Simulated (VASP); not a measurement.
Runs of VASP 6.6.1 on Be3TeSe2. The structure is that of space group P6/mmm (No. 191), or close to it. The cells are those of the table. 

```csv
cell,k mesh,gap on the mesh (eV),pressure (GPa)
"a = 4.116, b = 4.116, c = 8.841 Å, angles 90.0, 90.0, 120.0°, 6 atoms",3 × 3 × 2,none,-0.1
"a = 4.919, b = 4.919, c = 4.734 Å, angles 90.0, 90.0, 120.0°, 6 atoms",3 × 3 × 2,none,0.1
"a = 6.210, b = 6.210, c = 3.187 Å, angles 90.0, 90.0, 120.0°, 6 atoms",3 × 3 × 3,none,0.1
"a = 6.114, b = 6.114, c = 3.211 Å, angles 90.0, 90.0, 120.0°, 6 atoms",2 × 2 × 4,none,(a)
```

Alike in all rows: task single point; level PBE; potentials or basis VASP PAW PBE potentials, release 64 (Be, Te, Se); no spin polarisation; cutoff (eV) 600; smearing gaussian 0.15 eV.

Problem. Estimate the missing entries.

Solution. (a) 0.3.

Caveats: all runs use coarse meshes; spin-orbit coupling is left out, which moves the levels of the heavy elements.

A k mesh can miss the band edges, and the runs leave out spin-orbit coupling on Se, Te.

A gap of «none» marks levels without a gap at the run's occupations.
